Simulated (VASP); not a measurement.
A run of VASP 6.6.1:

File POSCAR:

```
W3Se
1.0
    4.0137538352      0.0000000000      0.0000000000
    0.0000000000      4.0137538352      0.0000000000
    0.0000000000      0.0000000000      4.0137538352
W Se
3 1
Direct
    0.0000000000      0.5000000000      0.5000000000
    0.5000000000      0.0000000000      0.5000000000
    0.5000000000      0.5000000000      0.0000000000
    0.0000000000      0.0000000000      0.0000000000
```

The input INCAR.step1:

```
PREC     = Accurate       # precision mode
ENCUT    = 520            # plane-wave cutoff, eV
ISMEAR   = 0              # smearing method
SIGMA    = 0.1            # smearing width, eV
LREAL    = F              # projectors in reciprocal space
LASPH    = T              # aspherical terms in the spheres
NELM     = 60             # most SCF steps
NBANDS   = 32             # bands
GGA      = PE             # functional
ALGO     = Normal         # electronic algorithm
EDIFF    = 1E-4           # SCF threshold, eV
LWAVE    = T              # write WAVECAR
LCHARG   = F              # write CHGCAR
```

INCAR.step2

```
PREC     = Accurate       # precision mode
ENCUT    = 520            # plane-wave cutoff, eV
EDIFF    = 1E-7           # SCF threshold, eV
ISMEAR   = 0              # smearing method
SIGMA    = 0.1            # smearing width, eV
LREAL    = F              # projectors in reciprocal space
LASPH    = T              # aspherical terms in the spheres
NELM     = 60             # most SCF steps
ALGO     = Normal         # electronic algorithm
ISIF     = 2              # what is computed and relaxed
LWAVE    = F              # write WAVECAR
LCHARG   = F              # write CHGCAR
METAGGA  = R2SCAN         # meta-GGA
LMIXTAU  = T            
NBANDS   = 32             # bands
ISTART   = 1
```

Contents of KPOINTS:

```
Automatic mesh
0
Gamma
  4 4 4
```

Potentials or basis: VASP PAW PBE potentials, release 64 (W_sv, Se).

Command:

```console
$ cat potpaw_PBE.64/W_sv/POTCAR potpaw_PBE.64/Se/POTCAR > POTCAR
$ cp INCAR.step1 INCAR
$ mpirun -np 1 vasp_std > vasp.out
$ cp INCAR.step2 INCAR
$ mpirun -np 1 vasp_std > vasp.out
```

Hardware: 1 thread of Intel(R) Xeon(R) 6975P-C (Granite Rapids), on a shared host.

Estimate the wall time of this run.

Wall time 42 s on 1 thread of Intel(R) Xeon(R) 6975P-C (Granite Rapids), with other jobs on the host, peak memory 0.17 GiB. Counts: k points 10.
